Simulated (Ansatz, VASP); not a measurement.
Te2Mo: VASP beside Ansatz

```
Te Mo
1.0
     3.55657    0.00000    0.00000
    -1.77828    3.08008    0.00000
     0.00000    0.00000   15.33988
Te Mo
4 2
Direct
  0.33333 0.66667 0.63213
  0.66667 0.33333 0.13213
  0.33333 0.66667 0.86787
  0.66667 0.33333 0.36787
  0.33333 0.66667 0.25000
  0.66667 0.33333 0.75000
```

Alike in both runs: task single point; functional PBE; k mesh 10 × 10 × 2; occupations gaussian, width 0.05 eV; collinear spin; Hubbard terms Mo d U = 5.0 eV.

|  | VASP | Ansatz |
| --- | --- | --- |
| version | VASP 6.6.1 | Ansatz 0.2.0 |
| potentials or method | VASP PAW PBE potentials, release 64 (Te, Mo_sv), cutoff 520 eV | scalar-relativistic, plane waves, PAW |
| valence electrons in the cell | 52 | 92 |

VASP gave:

- pressure (GPa): 1.5
- traceless stress, the component that is largest in VASP (GPa): 0.37
- rms of the force components (eV/Å): 0.129
- net moment per atom (μB): 0.00
- size of the moment on the site where the two differ most (μB): 0.00

Task: Estimate Ansatz's values.

Result: Pressure (GPa): 10.5; traceless stress, the component that is largest in VASP (GPa): -2.83; rms of the force components (eV/Å): 0.535; net moment per atom (μB): 0.67; size of the moment on the site where the two differ most (μB): 2.19.

The net moments are unlike, so the other rows may belong to different states. Site moments also hang on the region over which each program counts them. The programs project onto different local orbitals, so the same U acts differently, and such runs can settle in different states. Atom by atom the forces differ by 0.406 eV/Å (rms over components). VASP's potentials hold 52 valence electrons a cell and Ansatz's 92, so a difference there can come from the potentials and not from the codes. Ansatz's warnings: filled band counts differ across k points.

Spin-orbit coupling is off throughout.
